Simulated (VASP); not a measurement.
# TiC (Fm-3m) in VASP: single point with PBE

Aim: the single point of TiC with PBE.

All numbers are computed with VASP 6.6.1; they aren't measurements. Logs are shortened: lines on timing, memory, paths and dates and some standing lists are left out, and cuts for length are marked.

## (1) The cell of the first run

It takes space group Fm-3m (No. 225, cubic). Conventional cell: a = 4.333 Å, b = 4.333 Å, c = 4.333 Å, α = 90.00°, β = 90.00°, γ = 90.00°. Ti (site symmetry m-3m) has 6 C at 2.17 Å within 2.9 Å. Within 2.9 Å of C (site symmetry m-3m) lie 6 Ti at 2.17 Å.

## (2) Single point, PBE

INCAR

```
  PREC = Accurate
  ENCUT = 520
  EDIFF = 1E-7
  ISMEAR = 0
  SIGMA = 0.1
  LREAL = F
  LASPH = T
  NELM = 80
  ALGO = Normal
  ISIF = 2
  LWAVE = F
  LCHARG = F
  GGA = PE
  NBANDS = 15
```

KPOINTS

```
regular mesh
0
Gamma
  22 22 22
```

POSCAR

```
TiC
1.0
    0.0000000000      2.1664865930      2.1664865930
    2.1664865930      0.0000000000      2.1664865930
    2.1664865930      2.1664865930      0.0000000000
Ti C
1 1
Direct
    0.0000000000      0.0000000000      0.0000000000
    0.5000000000      0.5000000000      0.5000000000
```

Potentials or basis: VASP PAW PBE potentials, release 64 (Ti_sv, C).

Launch:

```sh
> cat potpaw_PBE.64/Ti_sv/POTCAR potpaw_PBE.64/C/POTCAR > POTCAR
> mpirun -np 1 vasp_std > vasp.out
```

OUTCAR:

```text
PREC = Accurate
   ENCUT = 520
   EDIFF = 1E-7
   ISMEAR = 0
   LREAL = F
   LASPH = T
   NELM = 80
   ISIF = 2
   GGA = PE

 ion  position               nearest neighbor table
   1  0.000  0.000  0.000-   2 2.17   2 2.17   2 2.17   2 2.17   2 2.17   2 2.17
   2  0.500  0.500  0.500-   1 2.17   1 2.17   1 2.17   1 2.17   1 2.17   1 2.17

  LATTYP: Found a face centered cubic cell.
 ALAT       =     4.3329731860

  Lattice vectors:

 A1 = (   0.0000000000,   2.1664865930,   2.1664865930)
 A2 = (   2.1664865930,   0.0000000000,   2.1664865930)
 A3 = (   2.1664865930,   2.1664865930,   0.0000000000)

Analysis of symmetry for initial positions (statically):
=====================================================================
 Subroutine PRICEL returns:
 Original cell was already a primitive cell.

 Routine SETGRP: Setting up the symmetry group for a
 face centered cubic supercell.

 Subroutine GETGRP returns: Found 48 space group operations
 (whereof 48 operations were pure point group operations)
 out of a pool of 48 trial point group operations.

The static configuration has the point symmetry O_h .

Analysis of symmetry for dynamics (positions and initial velocities):
=====================================================================
 Subroutine PRICEL returns:
 Original cell was already a primitive cell.

 Routine SETGRP: Setting up the symmetry group for a
 face centered cubic supercell.

 Subroutine GETGRP returns: Found 48 space group operations
 (whereof 48 operations were pure point group operations)
 out of a pool of 48 trial point group operations.

The dynamic configuration has the point symmetry O_h .

 Subroutine INISYM returns: Found 48 space group operations
 (whereof 48 operations are pure point group operations),
 and found     1 'primitive' translations

----------------------------------------------------------------------------------------

                                     Primitive cell

  volume of cell :      20.3375

  direct lattice vectors                    reciprocal lattice vectors
     0.000000000  2.166486593  2.166486593    -0.230788412  0.230788412  0.230788412
     2.166486593  0.000000000  2.166486593     0.230788412 -0.230788412  0.230788412
     2.166486593  2.166486593  0.000000000     0.230788412  0.230788412 -0.230788412

  length of vectors
     3.063874723  3.063874723  3.063874723     0.399737255  0.399737255  0.399737255

  position of ions in fractional coordinates (direct lattice)
     0.000000000  0.000000000  0.000000000
     0.500000000  0.500000000  0.500000000

  ion indices of the primitive-cell ions
   primitive index   ion index
                 1           1
                 2           2

----------------------------------------------------------------------------------------

 KPOINTS: regular mesh

Automatic generation of k-mesh.
 Grid dimensions read from file:
 generate k-points for:   22   22   22

 Generating k-lattice:

  Cartesian coordinates                     Fractional coordinates (reciprocal lattice)
    -0.010490382  0.010490382  0.010490382     0.045454545  0.000000000  0.000000000
     0.010490382 -0.010490382  0.010490382     0.000000000  0.045454545  0.000000000
     0.010490382  0.010490382 -0.010490382     0.000000000  0.000000000  0.045454545

  Length of vectors
     0.018169875  0.018169875  0.018169875

  Shift w.r.t. Gamma in fractional coordinates (k-lattice)
     0.000000000  0.000000000  0.000000000

 Subroutine IBZKPT returns following result:
 ===========================================

 Found    328 irreducible k-points:

 Following reciprocal coordinates:
            Coordinates               Weight
  0.000000  0.000000  0.000000      1.000000
  0.045455  0.000000  0.000000      8.000000
  0.090909  0.000000  0.000000      8.000000
  0.136364  0.000000  0.000000      8.000000
  0.181818  0.000000  0.000000      8.000000
  0.227273  0.000000  0.000000      8.000000
[... 16 lines left out ...]
  0.500000  0.045455  0.000000     24.000000
 -0.454545  0.045455  0.000000     24.000000
 [... further k-points ...]
   k-points           NKPTS =    328   k-points in BZ     NKDIM =    328   number of bands    NBANDS=     15
   number of dos      NEDOS =    301   number of ions     NIONS =      2
   total plane-waves  NPLWV =  13824
   dimension x,y,z NGX =    24 NGY =   24 NGZ =   24
   dimension x,y,z NGXF=    48 NGYF=   48 NGZF=   48
   ions per type =               1   1
   NGX,Y,Z   is equivalent  to a cutoff of  13.02, 13.02, 13.02 a.u.
   NGXF,Y,Z  is equivalent  to a cutoff of  26.04, 26.04, 26.04 a.u.
 SYSTEM =  unknown system
   PREC   = accura    normal or accurate (medium, high low for compatibility)
   ISTART =      0    job   : 0-new  1-cont  2-samecut
   ICHARG =      2    charge: 1-file 2-atom 10-const
   ISPIN  =      1    spin polarized calculation?
   LNONCOLLINEAR =      F non collinear calculations
   LSORBIT =      F    spin-orbit coupling
   LASPH  =      T    aspherical Exc in radial PAW
   ENCUT  =  520.0 eV  38.22 Ry    6.18 a.u.   5.70  5.70  5.70*2*pi/ulx,y,z
   NELM   =     80;   NELMIN=  2; NELMDL= -5     # of ELM steps
   EDIFF  = 0.1E-06   stopping-criterion for ELM
   LREAL  =      F    real-space projection
   EDIFFG = 0.1E-05   stopping-criterion for IOM
   NSW    =      0    number of steps for IOM
   IBRION =     -1    ionic relax: 0-MD 1-quasi-New 2-CG
   NFREE  =      0    steps in history (QN), initial steepest desc. (CG)
   ISIF   =      2    stress and relaxation
   ISYM   =      2    0-nonsym 1-usesym 2-fastsym
   POTIM  = 0.5000    time-step for ionic-motion
   TEBEG  =    0.0;   TEEND  =   0.0 temperature during run
   PSTRESS=    0.0 pullay stress
   NELECT =      16.0000    total number of electrons
   NUPDOWN=      -1.0000    fix difference up-down
   EMIN   =  10.00;   EMAX   =-10.00  energy-range for DOS
   EFERMI =   0.00;   METHOD = LEGACY
   ISMEAR =     0;   SIGMA  =   0.10  broadening in eV -4-tet -1-fermi 0-gaus
   EFERMI_NEDOS =   21; number of points for ismear=-14 and -15
   IALGO  =     38    algorithm
   IMIX   =      4    mixing-type and parameters
     AMIX     =   0.40;   BMIX     =  1.00
     AMIX_MAG =   1.60;   BMIX_MAG =  1.00
  volume/ion in A,a.u.               =      10.17        68.62
  Fermi-wavevector in a.u.,A,eV,Ry     =   1.511294  2.855931 31.075817  2.284008
  Thomas-Fermi vector in A             =   2.621370
   LORBIT       =      0    0 simple, 1 ext, 2 COOP (PROOUT), +10 PAW based schemes
   GGA     = PE    functional components
   LHFCALC =     F    Hartree Fock is set to
   AEXX    =    0.0000 exact exchange contribution
   IVDW    =     0    specifies the selected vdW correction
   LEPSILON=     F    determine dielectric tensor
   LRPA    =     F    only Hartree local field effects (RPA)
 non-spin polarized calculation
 Gauss-broadening in eV      SIGMA  =   0.10
  energy-cutoff  :      520.00
  volume of cell :       20.34
 maximum number of plane-waves:       568
   NGX = 11   NGY = 11   NGZ = 11

 number of electron      16.0000000 magnetization

 Free energy of the ion-electron system (eV)
  ---------------------------------------------------
  ext. energy  EPLUGINS =         0.00000000
  ---------------------------------------------------
  free energy    TOTEN  =       -18.71018019 eV

  energy without entropy =      -18.70882042  energy(sigma->0) =      -18.70950030

 E-fermi :   9.3943     XC(G=0): -12.6923

 val. band max:        9.3785069581   @ k =   0.4545   0.4091   0.0000
 cond. band min:       9.4034472368   @ k =   0.3636   0.3182   0.0455
 fundamental gap:      0.0249402787
 Fermi energy:         9.3943201875

 k-point     1 :       0.0000    0.0000    0.0000
  band No.  band energies     occupation
      1     -47.1925      2.00000
      2     -23.2172      2.00000
      3     -23.2172      2.00000
      4     -23.2172      2.00000
      5      -2.9918      2.00000
      6      10.0928      0.00000
      7      10.0928      0.00000
      8      10.0928      0.00000
      9      11.0761      0.00000
     10      11.0761      0.00000
     11      11.0761      0.00000
     12      11.1101      0.00000
     13      11.1101      0.00000
     14      19.8667      0.00000
     15      23.4278      0.00000

 k-point     2 :       0.0455    0.0000    0.0000
  band No.  band energies     occupation
      1     -47.1911      2.00000
      2     -23.2276      2.00000
      3     -23.2182      2.00000
      4     -23.2182      2.00000
      5      -2.9450      2.00000
      6       9.8363      0.00000
      7      10.0133      0.00000
      8      10.0133      0.00000
      9      10.5192      0.00000
     10      10.5192      0.00000
     11      11.2226      0.00000
     12      11.8149      0.00000
     13      11.8149      0.00000
     14      19.9537      0.00000
     15      23.4489      0.00000

 k-point     3 :       0.0909    0.0000    0.0000
  band No.  band energies     occupation
      1     -47.1868      2.00000
      2     -23.2578      2.00000
      3     -23.2210      2.00000
      4     -23.2210      2.00000
      5      -2.8060      2.00000
      6       9.2793      1.89631
      7       9.5551      0.02294
      8       9.5551      0.02294
      9      10.4173      0.00000
     10      10.4173      0.00000
     11      11.4696      0.00000
     12      12.5765      0.00000
     13      12.5765      0.00000
     14      20.1891      0.00000
     15      23.4826      0.00000
[... 343 lines left out ...]
 k-point    23 :       0.5000    0.0455    0.0000
  band No.  band energies     occupation
      1     -47.1196      2.00000
      2     -23.7062      2.00000
      3     -23.2711      2.00000
      4     -23.2675      2.00000
      5       0.4469      2.00000
      6       3.6359      2.00000
      7       6.5027      2.00000
      8       6.5457      2.00000
      9      12.2536      0.00000
     10      12.3200      0.00000
     11      13.4586      0.00000
     12      17.2671      0.00000
     13      17.4190      0.00000
     14      17.9831      0.00000
     15      24.2283      0.00000

 k-point    24 :      -0.4545    0.0455    0.0000
  band No.  band energies     occupation
      1     -47.1201      2.00000
      2     -23.7030      2.00000
      3     -23.2729      2.00000
      4     -23.2651      2.00000
      5       0.3993      2.00000
      6       3.6928      2.00000
      7       6.5340      2.00000
      8       6.5394      2.00000
      9      12.2506      0.00000
     10      12.2906      0.00000
     11      13.4305      0.00000
     12      17.1713      0.00000
     13      17.5195      0.00000
     14      17.9720      0.00000
     15      24.2613      0.00000

 [... further k-points ...]

------------------------ aborting loop because EDIFF is reached ----------------------------------------

  FORCE on cell =-STRESS in cart. coord.  units (eV):
  Direction    XX          YY          ZZ          XY          YZ          ZX
  --------------------------------------------------------------------------------------
  -------------------------------------------------------------------------------------
  Total        0.0252286      0.0252286      0.0252286     -0.0000000      0.0000000      0.0000000
  in kB        1.9874945      1.9874945      1.9874945     -0.0000000      0.0000000      0.0000000
  external PRESSURE =       1.9874945 kB  Pullay stress =       0.0000000 kB

 VOLUME and BASIS-vectors are now :
 -----------------------------------------------------------------------------
  energy-cutoff  :      520.00
  volume of cell :       20.34
      direct lattice vectors                 reciprocal lattice vectors
     0.000000000  2.166486593  2.166486593    -0.230788412  0.230788412  0.230788412
     2.166486593  0.000000000  2.166486593     0.230788412 -0.230788412  0.230788412
     2.166486593  2.166486593  0.000000000     0.230788412  0.230788412 -0.230788412

 POSITION                                       TOTAL-FORCE (eV/Angst)
 -----------------------------------------------------------------------------------
      0.00000      0.00000      0.00000        -0.000000      0.000000     -0.000000
      2.16649      2.16649      2.16649         0.000000     -0.000000      0.000000
 -----------------------------------------------------------------------------------
    total drift:                                0.000000     -0.000000     -0.000000

  FREE ENERGIE OF THE ION-ELECTRON SYSTEM (eV)
  ---------------------------------------------------
  free  energy   TOTEN  =       -18.7101801851 eV

  energy  without entropy=      -18.7088204191  energy(sigma->0) =      -18.70950030
```

Wall time 46 s (1 thread of Intel Xeon Platinum 8488C (Sapphire Rapids), shared host); peak memory 0.22 GiB.

Results:

```
Free energy            : -18.7102 eV
Pressure               : 0.2 GPa
Band gap on the k mesh : zero (band 8 reaches 10.09 eV, above the bottom of band 9 at 8.99 eV)
```
